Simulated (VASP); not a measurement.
Here is a VASP 6.6.1 calculation.

The input INCAR:

```
SYSTEM = Hg
  PREC = Accurate
  ENCUT = 520
  EDIFF = 1E-8
  ISMEAR = -1
  SIGMA = 0.05
  LREAL = .False.
  LASPH = .True.
  NELM = 80
  ALGO = Normal
  ISIF = 2
  LWAVE = .False.
  LCHARG = .False.
  GGA = PS
  LEFG = .True.
  NBANDS = 25
```

Contents of KPOINTS:

```
regular mesh
0
Gamma
  8 8 9
  0 0 0
```

The input POSCAR:

```
Hg
1.0
    4.5400020208      0.0000000000      0.0000000000
   -2.2700010104      3.9317570832      0.0000000000
    0.0000000000      0.0000000000      3.9474000000
Hg
3
Direct
    0.3333333333      0.6666666667      0.5000000000
    0.0000000000      0.0000000000      0.0000000000
    0.6666666667      0.3333333333      0.5000000000
```

Potentials or basis: VASP PAW PBE potentials, release 64 (Hg).

Launch:

```console
$ cat potpaw_PBE.64/Hg/POTCAR > POTCAR
$ mpirun -np 1 vasp_std > vasp.out
```

What does it give for the band gap on the k mesh?

Zero (bands 18 and 19 overlap by 5.11 eV).

Estimate the pressure.

7.9 GPa.

Electric field gradients, principal values (V/Å²):
```csv
atom,least,middle,greatest (by size)
1 Hg,-168.551,-168.553,337.104
2 Hg,-12.115,-12.117,24.232
3 Hg,-168.551,-168.553,337.104
```

Caveat: the cell differs from its parent crystal (zz strain of +2 %); the cell stands under pressure; without QUAD_EFG the Cq values of the log hold for a quadrupole moment of 1 mb, not for the nuclei; the PAW data sets were made with another functional, which shifts forces and pressure a little; spin-orbit coupling is left out, which moves the levels of the heavy elements.
